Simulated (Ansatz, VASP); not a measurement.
ZnO: VASP beside Ansatz

```
Zn O
1.0
     3.24940    0.00000    0.00000
    -1.62470    2.81406    0.00000
     0.00000    0.00000    5.20380
Zn O
2 2
Direct
  0.33333 0.66667 0.00000
  0.66667 0.33333 0.50000
  0.33333 0.66667 0.39171
  0.66667 0.33333 0.89171
```

Change from the starting cell: all O atoms moved +0.050 Å, as atom 3 along Cartesian [0 0 1].

Alike in both runs: task single point; functional r2SCAN; k mesh 12 × 12 × 6; occupations gaussian, width 0.05 eV; no spin polarisation.

```csv
,VASP,Ansatz
version,VASP 6.6.1,Ansatz 0.2.0
potentials or method,"VASP PAW PBE potentials, release 64 (Zn, O), cutoff 520 eV","scalar-relativistic, plane waves, PAW"
valence electrons in the cell,36,36
```

```csv
,VASP,Ansatz,Ansatz less VASP
gap on the k mesh at the Fermi level (eV),1.23,1.23,+0.004
least direct gap on the mesh (eV),1.23,1.23,+0.004
pressure (GPa),0.1,-0.9,-1.01
"traceless stress, the component that is largest in VASP (GPa)",-2.47,-2.38,+0.091
rms of the force components (eV/Å),0.169,0.168,-0.0004
```

VASP's potentials were made for PBE, not for r2SCAN. Atom by atom the forces differ by 0.000 eV/Å (rms over components).
